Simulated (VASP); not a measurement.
**BaZrO3: single point with PBEsol**

The system is BaZrO3.

```
Ba Zr O
1.0
     4.12029    0.00000    0.00000
     0.00000    4.12029    0.00000
     0.00000    0.00000    4.12029
Ba Zr O
1 1 3
Direct
  0.00000 0.00000 0.00000
  0.50000 0.50000 0.50000
  0.00000 0.50000 0.50000
  0.50000 0.00000 0.50000
  0.50000 0.50000 0.00000
```

```json
{
  "Program": "VASP 6.6.1",
  "Task": "single point",
  "Functional": "PBEsol",
  "Potentials or basis": "VASP PAW PBE potentials, release 64 (Ba_sv, Zr_sv, O)",
  "Cutoff": "520 eV",
  "k mesh": "4 × 4 × 4",
  "Occupations": "gaussian, width 0.01 eV",
  "Spin": "no spin polarisation",
  "Dipole correction": "no",
  "Further INCAR settings": "ALGO = Normal; EDIFF = 1e-06; NBANDS = 28"
}
```

```json
{"Pressure": "9.3 GPa", "Band gap on the k mesh": "3.20 eV, indirect (least direct gap 3.35 eV)"}
```

Levels at points of the mesh, in eV from the valence-band top:
| k point | band 16 | band 17 | band 18 | band 19 | band 20 | band 21 | band 22 | band 23 | band 24 | band 25 |
| --- | --- | --- | --- | --- | --- | --- | --- | --- | --- | --- |
| (0.00, 0.00, 0.00) | -1.08 | -1.08 | -0.15 | -0.15 | -0.15 | 3.20 | 3.20 | 3.20 | 4.60 | 4.60 |
| (0.50, 0.00, 0.00) | -1.86 | -1.83 | -1.83 | -0.36 | -0.36 | 3.71 | 6.02 | 6.02 | 6.55 | 6.86 |
| (0.50, 0.50, 0.00) | -2.62 | -0.93 | -0.93 | -0.65 | -0.08 | 5.98 | 5.98 | 6.70 | 6.76 | 8.05 |
| (0.50, 0.50, 0.50) | -2.58 | -2.58 | 0.00 | 0.00 | 0.00 | 6.10 | 6.10 | 6.10 | 7.44 | 7.44 |

Run time: 35 s on 1 thread of AMD EPYC 7R43 64-Core Processor (Zen 3), on a shared host, peak memory 0.14 GiB.

Caveat: the PAW data sets were made with another functional, which shifts forces and pressure a little; spin-orbit coupling is left out, which moves the levels of the heavy elements. A k mesh can miss the band edges.
